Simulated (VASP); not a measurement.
As:

```
As
1.0
     1.87975    1.08527    3.48577
    -1.87975    1.08527    3.48577
     0.00000   -2.17055    3.48577
As
2
Cartesian
  0.0000 0.0000 2.3795
  0.0000 0.0000 8.0779
```

Base run:

```yaml
Program: VASP 6.6.1
Functional: PBE
Potentials_or_basis: VASP PAW PBE potentials, release 64 (As)
Cutoff: 520 eV
k_mesh: 13 × 13 × 13
Occupations: fermi-dirac, width 0.05 eV
Spin: no spin polarisation
```

Its results: band gap on the k mesh zero (band 5 reaches 5.80 eV, above the bottom of band 6 at 5.43 eV); pressure 3.9 GPa; largest force 0.283 eV/Å.

Question: The run is repeated on the same cell with these changes: functional from PBE to r2SCAN; cutoff from 520 eV to 550 eV. What comes out?

Answer: Band gap on the k mesh zero (band 5 reaches 5.79 eV, above the bottom of band 6 at 5.42 eV); pressure 1.8 GPa; largest force 0.015 eV/Å.

Caveats: the PAW data sets were made with another functional, which shifts forces and pressure a little (some runs).
